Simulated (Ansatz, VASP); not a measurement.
**Two plane-wave programs on La**

```
La
1.0
     3.75000    0.00000    0.00000
    -1.87500    3.24760    0.00000
     0.00000    0.00000    6.07000
La
2
Direct
  0.66667 0.33333 0.75000
  0.33333 0.66667 0.25000
```

Alike in both runs: task relaxation of cell and atoms; functional PBEsol; k mesh 8 × 8 × 5; occupations fermi-dirac, width 0.05 eV; no spin polarisation.

|  | VASP | Ansatz |
| --- | --- | --- |
| version | VASP 6.6.1 | Ansatz 0.2.0 |
| potentials or method | VASP PAW PBE potentials, release 64 (La) | Ansatz PAW |
| plane-wave cutoff (eV) | 600 | 420 |
| valence electrons in the cell | 22 | 22 |

```tsv
	VASP	Ansatz	Ansatz less VASP
gap on the k mesh at the Fermi level, each at its own relaxed structure (eV)	none	none	-
relaxed volume (Å³/atom)	34.88	34.77	-0.111
relaxed cell length with the largest relative difference (Å)	5.938	5.926	-0.0118
```

VASP's potentials were made for PBE, not for PBEsol. A gap of «none» marks a metal or a gap that the smearing closes.

Neither program's run includes spin-orbit coupling. Noted on Ansatz's run: the plane-wave basis is chosen anew once the cell has moved, so the energies of steps on either side of that aren't comparable.
